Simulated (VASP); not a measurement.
# Sn (Im-3m) in VASP: further runs, part 2 of 3

VASP 6.6.1. The steps go on from the part before.

**4. Single point, PBEsol**

This run uses another cell than the first one, of 27.48 Å³/atom, 1.063 times its volume.

The input, INCAR:

```
PREC = Accurate
ENCUT = 520
EDIFF = 1E-7
ISMEAR = 1
SIGMA = 0.1
LREAL = F
LASPH = T
NELM = 80
ALGO = Normal
ISIF = 2
LWAVE = F
LCHARG = F
GGA = PS
NBANDS = 13
```

The input, KPOINTS:

```
Automatic mesh
0
Gamma
  11 11 11
```

The input, POSCAR:

```
Sn
1.0
   -1.9009465712      1.9009465712      1.9009465712
    1.9009465712     -1.9009465712      1.9009465712
    1.9009465712      1.9009465712     -1.9009465712
Sn
1
Direct
    0.0000000000      0.0000000000      0.0000000000
```

Potentials or basis: VASP PAW PBE potentials, release 64 (Sn_d).

Started as:

```sh
cat potpaw_PBE.64/Sn_d/POTCAR > POTCAR
mpirun -np 1 vasp_std > vasp.out
```

OUTCAR:

```text
PREC = Accurate
   ENCUT = 520
   EDIFF = 1E-7
   ISMEAR = 1
   LREAL = F
   LASPH = T
   NELM = 80
   ISIF = 2
   GGA = PS

 ion  position               nearest neighbor table
   1  0.000  0.000  0.000-

  LATTYP: Found a body centered cubic cell.
 ALAT       =     3.8018931424

  Lattice vectors:

 A1 = (  -1.9009465712,   1.9009465712,   1.9009465712)
 A2 = (   1.9009465712,  -1.9009465712,   1.9009465712)
 A3 = (   1.9009465712,   1.9009465712,  -1.9009465712)

Analysis of symmetry for initial positions (statically):
=====================================================================
 Subroutine PRICEL returns:
 Original cell was already a primitive cell.

 Routine SETGRP: Setting up the symmetry group for a
 body centered cubic supercell.

 Subroutine GETGRP returns: Found 48 space group operations
 (whereof 48 operations were pure point group operations)
 out of a pool of 48 trial point group operations.

The static configuration has the point symmetry O_h .

Analysis of symmetry for dynamics (positions and initial velocities):
=====================================================================
 Subroutine PRICEL returns:
 Original cell was already a primitive cell.

 Routine SETGRP: Setting up the symmetry group for a
 body centered cubic supercell.

 Subroutine GETGRP returns: Found 48 space group operations
 (whereof 48 operations were pure point group operations)
 out of a pool of 48 trial point group operations.

The dynamic configuration has the point symmetry O_h .

 Subroutine INISYM returns: Found 48 space group operations
 (whereof 48 operations are pure point group operations),
 and found     1 'primitive' translations

----------------------------------------------------------------------------------------

                                     Primitive cell

  volume of cell :      27.4770

  direct lattice vectors                    reciprocal lattice vectors
    -1.900946571  1.900946571  1.900946571     0.000000000  0.263026856  0.263026856
     1.900946571 -1.900946571  1.900946571     0.263026856  0.000000000  0.263026856
     1.900946571  1.900946571 -1.900946571     0.263026856  0.263026856  0.000000000

  length of vectors
     3.292536044  3.292536044  3.292536044     0.371976147  0.371976147  0.371976147

  position of ions in fractional coordinates (direct lattice)
     0.000000000  0.000000000  0.000000000

  ion indices of the primitive-cell ions
   primitive index   ion index
                 1           1

----------------------------------------------------------------------------------------

 KPOINTS: Automatic mesh

Automatic generation of k-mesh.
 Grid dimensions read from file:
 generate k-points for:   11   11   11

 Generating k-lattice:

  Cartesian coordinates                     Fractional coordinates (reciprocal lattice)
     0.000000000  0.023911532  0.023911532     0.090909091  0.000000000  0.000000000
     0.023911532  0.000000000  0.023911532     0.000000000  0.090909091  0.000000000
     0.023911532  0.023911532  0.000000000     0.000000000  0.000000000  0.090909091

  Length of vectors
     0.033816013  0.033816013  0.033816013

  Shift w.r.t. Gamma in fractional coordinates (k-lattice)
     0.000000000  0.000000000  0.000000000

 Subroutine IBZKPT returns following result:
 ===========================================

 Found     56 irreducible k-points:

 Following reciprocal coordinates:
            Coordinates               Weight
  0.000000  0.000000  0.000000      1.000000
  0.090909  0.000000  0.000000     12.000000
  0.181818  0.000000  0.000000     12.000000
  0.272727  0.000000  0.000000     12.000000
  0.363636  0.000000  0.000000     12.000000
  0.454545  0.000000  0.000000     12.000000
[... 16 lines left out ...]
  0.272727  0.181818  0.090909     48.000000
  0.363636  0.181818  0.090909     24.000000
 [... further k-points ...]
   k-points           NKPTS =     56   k-points in BZ     NKDIM =     56   number of bands    NBANDS=     13
   number of dos      NEDOS =    301   number of ions     NIONS =      1
   total plane-waves  NPLWV =  13824
   dimension x,y,z NGX =    24 NGY =   24 NGZ =   24
   dimension x,y,z NGXF=    48 NGYF=   48 NGZF=   48
   ions per type =               1
   NGX,Y,Z   is equivalent  to a cutoff of  12.12, 12.12, 12.12 a.u.
   NGXF,Y,Z  is equivalent  to a cutoff of  24.24, 24.24, 24.24 a.u.
 SYSTEM =  unknown system
   PREC   = accura    normal or accurate (medium, high low for compatibility)
   ISTART =      0    job   : 0-new  1-cont  2-samecut
   ICHARG =      2    charge: 1-file 2-atom 10-const
   ISPIN  =      1    spin polarized calculation?
   LNONCOLLINEAR =      F non collinear calculations
   LSORBIT =      F    spin-orbit coupling
   LASPH  =      T    aspherical Exc in radial PAW
   ENCUT  =  520.0 eV  38.22 Ry    6.18 a.u.   6.12  6.12  6.12*2*pi/ulx,y,z
   NELM   =     80;   NELMIN=  2; NELMDL= -5     # of ELM steps
   EDIFF  = 0.1E-06   stopping-criterion for ELM
   LREAL  =      F    real-space projection
   EDIFFG = 0.1E-05   stopping-criterion for IOM
   NSW    =      0    number of steps for IOM
   IBRION =     -1    ionic relax: 0-MD 1-quasi-New 2-CG
   NFREE  =      0    steps in history (QN), initial steepest desc. (CG)
   ISIF   =      2    stress and relaxation
   ISYM   =      2    0-nonsym 1-usesym 2-fastsym
   POTIM  = 0.5000    time-step for ionic-motion
   TEBEG  =    0.0;   TEEND  =   0.0 temperature during run
   PSTRESS=    0.0 pullay stress
   NELECT =      14.0000    total number of electrons
   NUPDOWN=      -1.0000    fix difference up-down
   EMIN   =  10.00;   EMAX   =-10.00  energy-range for DOS
   EFERMI =   0.00;   METHOD = LEGACY
   ISMEAR =     1;   SIGMA  =   0.10  broadening in eV -4-tet -1-fermi 0-gaus
   EFERMI_NEDOS =   21; number of points for ismear=-14 and -15
   IALGO  =     38    algorithm
   IMIX   =      4    mixing-type and parameters
     AMIX     =   0.40;   BMIX     =  1.00
     AMIX_MAG =   1.60;   BMIX_MAG =  1.00
  volume/ion in A,a.u.               =      27.48       185.42
  Fermi-wavevector in a.u.,A,eV,Ry     =   1.307558  2.470926 23.261986  1.709708
  Thomas-Fermi vector in A             =   2.438284
   LORBIT       =      0    0 simple, 1 ext, 2 COOP (PROOUT), +10 PAW based schemes
   GGA     = PS    functional components
   LHFCALC =     F    Hartree Fock is set to
   AEXX    =    0.0000 exact exchange contribution
   IVDW    =     0    specifies the selected vdW correction
   LEPSILON=     F    determine dielectric tensor
   LRPA    =     F    only Hartree local field effects (RPA)
 non-spin polarized calculation
 Methfessel and Paxton  Order N= 1 SIGMA  =   0.10
  energy-cutoff  :      520.00
  volume of cell :       27.48
 maximum number of plane-waves:       748
   NGX = 13   NGY = 13   NGZ = 13

 number of electron      14.0000003 magnetization

 Free energy of the ion-electron system (eV)
  ---------------------------------------------------
  ext. energy  EPLUGINS =         0.00000000
  ---------------------------------------------------
  free energy    TOTEN  =        -4.21450909 eV

  energy without entropy =       -4.21447852  energy(sigma->0) =       -4.21449890

 E-fermi :   7.8282     XC(G=0): -10.4530

 val. band max:        7.8131815524   @ k =  -0.2727   0.3636   0.1818
 cond. band min:       7.8296327135   @ k =  -0.4545   0.4545   0.3636
 fundamental gap:      0.0164511611
 Fermi energy:         7.8282252640

 k-point     1 :       0.0000    0.0000    0.0000
  band No.  band energies     occupation
      1     -13.6319      2.00000
      2     -13.6319      2.00000
      3     -13.6319      2.00000
      4     -13.4964      2.00000
      5     -13.4964      2.00000
      6      -3.2199      2.00000
      7      15.6511      0.00000
      8      15.6511      0.00000
      9      15.6511      0.00000
     10      19.8966      0.00000
     11      19.8966      0.00000
     12      19.8966      0.00000
     13      20.4732      0.00000

 k-point     2 :       0.0909    0.0000    0.0000
  band No.  band energies     occupation
      1     -13.6355      2.00000
      2     -13.6267      2.00000
      3     -13.6151      2.00000
      4     -13.5005      2.00000
      5     -13.4970      2.00000
      6      -3.0413      2.00000
      7      14.1975      0.00000
      8      14.9943      0.00000
      9      15.4206      0.00000
     10      18.4312      0.00000
     11      18.7598      0.00000
[... 339 lines left out ...]
 k-point    24 :       0.3636    0.1818    0.0909
  band No.  band energies     occupation
      1     -13.6443      2.00000
      2     -13.5814      2.00000
      3     -13.5060      2.00000
      4     -13.5025      2.00000
      5     -13.4704      2.00000
      6       1.9884      2.00000
      7       4.3719      2.00000
      8       7.6833      2.05970
      9       9.9432      0.00000
     10      19.8779      0.00000
     11      21.6604      0.00000
     12      23.0347      0.00000
     13      23.5656      0.00000

 [... further k-points ...]
[... 5 lines left out ...]
  --------------------------------------------------------------------------------------
  -------------------------------------------------------------------------------------
  Total       -0.3652232     -0.3652232     -0.3652232     -0.0000000      0.0000000      0.0000000
  in kB      -21.2960566    -21.2960566    -21.2960566     -0.0000000      0.0000000      0.0000000
  external PRESSURE =     -21.2960566 kB  Pullay stress =       0.0000000 kB

 VOLUME and BASIS-vectors are now :
 -----------------------------------------------------------------------------
  energy-cutoff  :      520.00
  volume of cell :       27.48
      direct lattice vectors                 reciprocal lattice vectors
    -1.900946571  1.900946571  1.900946571     0.000000000  0.263026856  0.263026856
     1.900946571 -1.900946571  1.900946571     0.263026856  0.000000000  0.263026856
     1.900946571  1.900946571 -1.900946571     0.263026856  0.263026856  0.000000000

 POSITION                                       TOTAL-FORCE (eV/Angst)
 -----------------------------------------------------------------------------------
      0.00000      0.00000      0.00000        -0.000000      0.000000     -0.000000
 -----------------------------------------------------------------------------------
    total drift:                               -0.000000      0.000000      0.000000

  FREE ENERGIE OF THE ION-ELECTRON SYSTEM (eV)
  ---------------------------------------------------
  free  energy   TOTEN  =        -4.2145090867 eV

  energy  without entropy=       -4.2144785214  energy(sigma->0) =       -4.21449890
```

stdout:

```text
POSCAR found type information on POSCAR Sn
 POSCAR found :  1 types and       1 ions
 scaLAPACK will be used
 -----------------------------------------------------------------------------
|                                                                             |
|                                                                             |
|     You enforced a specific xc type in the INCAR file but a different       |
|     I HOPE YOU KNOW WHAT YOU ARE DOING!                                     |
|                                                                             |
 -----------------------------------------------------------------------------

 LDA part: xc-table for (Slater+PW92), standard interpolation
 POSCAR, INCAR and KPOINTS ok, starting setup
 FFT: planning ... GRIDC
 FFT: planning ... GRID_SOFT
 FFT: planning ... GRID
 WAVECAR not read
 entering main loop
```

Wall time 6.1 s (1 thread of Intel Xeon 6975P-C, shared host); peak memory 0.14 GiB.

What came out:

```yaml
Free_energy: -4.2145 eV
Pressure: -2.1 GPa
Band_gap_on_the_k_mesh: zero (band 7 reaches 15.65 eV, above the bottom of band 8 at 5.45 eV)
```

Levels at points of the mesh, in eV from the Fermi level:
```
           k point  band 4  band 5  band 6  band 7  band 8  band 9  band 10  band 11
(0.00, 0.00, 0.00)  -21.32  -21.32  -11.05    7.82    7.82    7.82    12.07    12.07
```

Caveat: the PAW data sets were made with another functional, which shifts forces and pressure a little; spin-orbit coupling is left out, which moves the levels of the heavy elements.

**5. Single point, PBEsol**

This run uses another cell than the first one, of 28.29 Å³/atom, 1.095 times its volume.

The input, INCAR:

```
SYSTEM = Sn
  ALGO = Normal
  EDIFF = 1E-7
  ENCUT = 520
  GGA = PS
  ISIF = 2
  ISMEAR = 1
  LASPH = .TRUE.
  LCHARG = .TRUE.
  LELF = .TRUE.
  LREAL = .FALSE.
  LVHAR = .TRUE.
  LWAVE = .FALSE.
  NBANDS = 13
  NELM = 100
  PREC = Accurate
  SIGMA = 0.1
```

The input, KPOINTS:

```
k-points
0
G
  11 11 11
  0 0 0
```

The input, POSCAR:

```
Sn
1.0
   -1.9195844908      1.9195844908      1.9195844908
    1.9195844908     -1.9195844908      1.9195844908
    1.9195844908      1.9195844908     -1.9195844908
Sn
1
Direct
    0.0000000000      0.0000000000      0.0000000000
```

Potentials or basis: VASP PAW PBE potentials, release 64 (Sn_d).

Started as:

```sh
cat potpaw_PBE.64/Sn_d/POTCAR > POTCAR
mpirun -np 1 vasp_std > vasp.out
```

OUTCAR:

```text
SYSTEM = Sn
   EDIFF = 1E-7
   ENCUT = 520
   GGA = PS
   ISIF = 2
   ISMEAR = 1
   LASPH = .TRUE.
   LREAL = .FALSE.
   NELM = 100
   PREC = Accurate

 ion  position               nearest neighbor table
   1  0.000  0.000  0.000-

  LATTYP: Found a body centered cubic cell.
 ALAT       =     3.8391689816

  Lattice vectors:

 A1 = (  -1.9195844908,   1.9195844908,   1.9195844908)
 A2 = (   1.9195844908,  -1.9195844908,   1.9195844908)
 A3 = (   1.9195844908,   1.9195844908,  -1.9195844908)

Analysis of symmetry for initial positions (statically):
=====================================================================
 Subroutine PRICEL returns:
 Original cell was already a primitive cell.

 Routine SETGRP: Setting up the symmetry group for a
 body centered cubic supercell.

 Subroutine GETGRP returns: Found 48 space group operations
 (whereof 48 operations were pure point group operations)
 out of a pool of 48 trial point group operations.

The static configuration has the point symmetry O_h .

Analysis of symmetry for dynamics (positions and initial velocities):
=====================================================================
 Subroutine PRICEL returns:
 Original cell was already a primitive cell.

 Routine SETGRP: Setting up the symmetry group for a
 body centered cubic supercell.

 Subroutine GETGRP returns: Found 48 space group operations
 (whereof 48 operations were pure point group operations)
 out of a pool of 48 trial point group operations.

The dynamic configuration has the point symmetry O_h .

 Subroutine INISYM returns: Found 48 space group operations
 (whereof 48 operations are pure point group operations),
 and found     1 'primitive' translations

----------------------------------------------------------------------------------------

                                     Primitive cell

  volume of cell :      28.2932

[... 107 lines left out ...]
  volume/ion in A,a.u.               =      28.29       190.93
  Fermi-wavevector in a.u.,A,eV,Ry     =   1.294862  2.446935 22.812461  1.676669
  Thomas-Fermi vector in A             =   2.426418
   LORBIT       =      0    0 simple, 1 ext, 2 COOP (PROOUT), +10 PAW based schemes
   GGA     = PS    functional components
   LHFCALC =     F    Hartree Fock is set to
   AEXX    =    0.0000 exact exchange contribution
   IVDW    =     0    specifies the selected vdW correction
   LEPSILON=     F    determine dielectric tensor
   LRPA    =     F    only Hartree local field effects (RPA)
 non-spin polarized calculation
 Methfessel and Paxton  Order N= 1 SIGMA  =   0.10
  energy-cutoff  :      520.00
  volume of cell :       28.29
 maximum number of plane-waves:       773
 NGX is ok and might be reduce to    28
   NGX = 13   NGY = 13   NGZ = 13

 number of electron      14.0000001 magnetization

 Free energy of the ion-electron system (eV)
  ---------------------------------------------------
  ext. energy  EPLUGINS =         0.00000000
  ---------------------------------------------------
  free energy    TOTEN  =        -4.20083159 eV

  energy without entropy =       -4.20101662  energy(sigma->0) =       -4.20089326

 E-fermi :   7.4697     XC(G=0): -10.3173

 val. band max:        7.4281597182   @ k =  -0.2727   0.3636   0.1818
 cond. band min:       7.5017050810   @ k =  -0.4545   0.4545   0.3636
 fundamental gap:      0.0735453628
 Fermi energy:         7.4696873923

 k-point     1 :       0.0000    0.0000    0.0000
  band No.  band energies     occupation
      1     -13.9641      2.00000
      2     -13.9641      2.00000
      3     -13.9641      2.00000
      4     -13.8401      2.00000
      5     -13.8401      2.00000
      6      -3.3579      2.00000
      7      15.0421      0.00000
      8      15.0421      0.00000
      9      15.0421      0.00000
     10      19.4873      0.00000
     11      19.4873      0.00000
     12      19.4873      0.00000
     13      19.9174      0.00000
[... 354 lines left out ...]
  band No.  band energies     occupation
      1     -13.9745      2.00000
      2     -13.9166      2.00000
      3     -13.8489      2.00000
      4     -13.8458      2.00000
      5     -13.8160      2.00000
      6       1.6457      2.00000
      7       4.1472      2.00000
      8       7.3552      2.06872
      9       9.5754      0.00000
     10      19.2891      0.00000
     11      21.0343      0.00000
     12      22.4509      0.00000
     13      23.0227      0.00000

 [... further k-points ...]
[... 5 lines left out ...]
  --------------------------------------------------------------------------------------
  -------------------------------------------------------------------------------------
  Total       -0.5920066     -0.5920066     -0.5920066      0.0000000     -0.0000000     -0.0000000
  in kB      -33.5239699    -33.5239699    -33.5239699      0.0000000     -0.0000000     -0.0000000
  external PRESSURE =     -33.5239699 kB  Pullay stress =       0.0000000 kB

 VOLUME and BASIS-vectors are now :
 -----------------------------------------------------------------------------
  energy-cutoff  :      520.00
  volume of cell :       28.29
      direct lattice vectors                 reciprocal lattice vectors
    -1.919584491  1.919584491  1.919584491     0.000000000  0.260473036  0.260473036
     1.919584491 -1.919584491  1.919584491     0.260473036  0.000000000  0.260473036
     1.919584491  1.919584491 -1.919584491     0.260473036  0.260473036  0.000000000

 POSITION                                       TOTAL-FORCE (eV/Angst)
 -----------------------------------------------------------------------------------
      0.00000      0.00000      0.00000         0.000000      0.000000      0.000000
 -----------------------------------------------------------------------------------
    total drift:                               -0.000000     -0.000000     -0.000000

  FREE ENERGIE OF THE ION-ELECTRON SYSTEM (eV)
  ---------------------------------------------------
  free  energy   TOTEN  =        -4.2008315853 eV

  energy  without entropy=       -4.2010166168  energy(sigma->0) =       -4.20089326
```

OSZICAR:

```text
N       E                     dE             d eps       ncg     rms          rms(c)
DAV:   1     0.825716745341E+02    0.82572E+02   -0.71280E+03  1474   0.157E+03
DAV:   2     0.195058658404E+01   -0.80621E+02   -0.78225E+02  1541   0.341E+02
DAV:   3    -0.408738155071E+01   -0.60380E+01   -0.60060E+01  1797   0.754E+01
DAV:   4    -0.421515637570E+01   -0.12777E+00   -0.12776E+00  1676   0.117E+01
DAV:   5    -0.421944572205E+01   -0.42893E-02   -0.42892E-02  1919   0.209E+00    0.125E+00
DAV:   6    -0.420510092231E+01    0.14345E-01   -0.16467E-02  1821   0.220E+00    0.665E-01
DAV:   7    -0.420106797830E+01    0.40329E-02   -0.88211E-03  1849   0.151E+00    0.112E-01
DAV:   8    -0.420083032274E+01    0.23766E-03   -0.67152E-04  1811   0.436E-01    0.205E-02
DAV:   9    -0.420083092554E+01   -0.60279E-06   -0.12388E-05  1988   0.411E-02    0.129E-02
DAV:  10    -0.420083155049E+01   -0.62496E-06   -0.11166E-06  1760   0.960E-03    0.144E-03
DAV:  11    -0.420083158531E+01   -0.34811E-07   -0.26238E-08  1233   0.213E-03
   1 F= -.42008316E+01 E0= -.42008933E+01  d E =0.185031E-03
```

Run time: 14 s. Hardware: 1 thread of Intel Xeon 6975P-C, shared host; peak memory 0.16 GiB.

What came out:

| Item | Value |
| --- | --- |
| Free energy | -4.2008 eV |
| Pressure | -3.4 GPa |
| Band gap on the k mesh | zero (band 7 reaches 15.04 eV, above the bottom of band 8 at 5.20 eV) |

Levels at points of the mesh, in eV from the Fermi level:
```tsv
k point	band 4	band 5	band 6	band 7	band 8	band 9	band 10	band 11
(0.00, 0.00, 0.00)	-21.31	-21.31	-10.83	7.57	7.57	7.57	12.02	12.02
```

Caveat: the PAW data sets were made with another functional, which shifts forces and pressure a little; spin-orbit coupling is left out, which moves the levels of the heavy elements.

(Part 2 of 3 ends here.)
